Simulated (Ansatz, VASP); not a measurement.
## Two plane-wave programs on PbO2

```
CELL_PARAMETERS angstrom
2.71170 -2.73028 0.00000
2.71170 2.73028 0.00000
0.00000 0.00000 5.38420
ATOMIC_POSITIONS crystal
Pb 0.00000 0.00000 0.00000
Pb 0.50000 0.50000 0.50000
O 0.52996 0.97004 0.25000
O 0.97004 0.52996 0.75000
O 0.47004 0.02996 0.75000
O 0.02996 0.47004 0.25000
```

Alike in both runs: functional PBE; k mesh 10 × 10 × 8; occupations gaussian, width 0.1 eV; no spin polarisation.

Ansatz relaxed the structure, and its values are those at the end. VASP's run is a single point on that final structure, the one shown.

|  | VASP | Ansatz |
| --- | --- | --- |
| version | VASP 6.6.1 | Ansatz 0.2.0 |
| potentials or method | VASP PAW PBE potentials, release 64 (Pb_d, O), cutoff 520 eV | scalar-relativistic, plane waves, PAW |
| valence electrons in the cell | 52 | 52 |

Ansatz gave:

```
gap on the k mesh at the Fermi level (eV) : none
pressure (GPa)                            : 0.0
rms of the force components (eV/Å)        : 0.002
```

Q: What did VASP give for the same quantities?

A: gap on the k mesh at the Fermi level (eV): none; pressure (GPa): 0.2; rms of the force components (eV/Å): 0.008.

A gap of «none» marks a metal or a gap that the smearing closes. The functional is the same, so the differences come from potentials, cutoffs and numerics.

Spin-orbit coupling is off throughout.
